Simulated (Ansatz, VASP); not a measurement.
# Ca2Se in VASP and in Ansatz

```
Ca Se
1.0
     0.00000    4.60214    4.60214
     4.60214    0.00000    4.60214
     4.60214    4.60214    0.00000
Ca Se
4 2
Direct
  0.62500 0.62500 0.62500
  0.12500 0.62500 0.62500
  0.62500 0.62500 0.12500
  0.62500 0.12500 0.62500
  0.00000 0.00000 0.00000
  0.25000 0.25000 0.25000
```

Change from the starting cell: species swapped into the TmPt2 type (Fd-3m, No. 227).

Alike in both runs: functional PBE; k mesh 8 × 8 × 8; occupations gaussian, width 0.1 eV; no spin polarisation.

Ansatz relaxed the structure, and its values are those at the end. VASP's run is a single point on that final structure, the one shown.

|  | VASP | Ansatz |
| --- | --- | --- |
| version | VASP 6.6.1 | Ansatz 0.2.0 |
| potentials or method | VASP PAW PBE potentials, release 64 (Ca_sv, Se), cutoff 520 eV | scalar-relativistic, plane waves, PAW |
| valence electrons in the cell | 52 | 72 |

|  | VASP | Ansatz | Ansatz less VASP |
| --- | --- | --- | --- |
| gap on the k mesh at the Fermi level (eV) | none | none | - |
| pressure (GPa) | 0.0 | 0.0 | -0.03 |

A gap of «none» marks a metal or a gap that the smearing closes. VASP's potentials hold 52 valence electrons a cell and Ansatz's 72, so a difference there can come from the potentials and not from the codes.
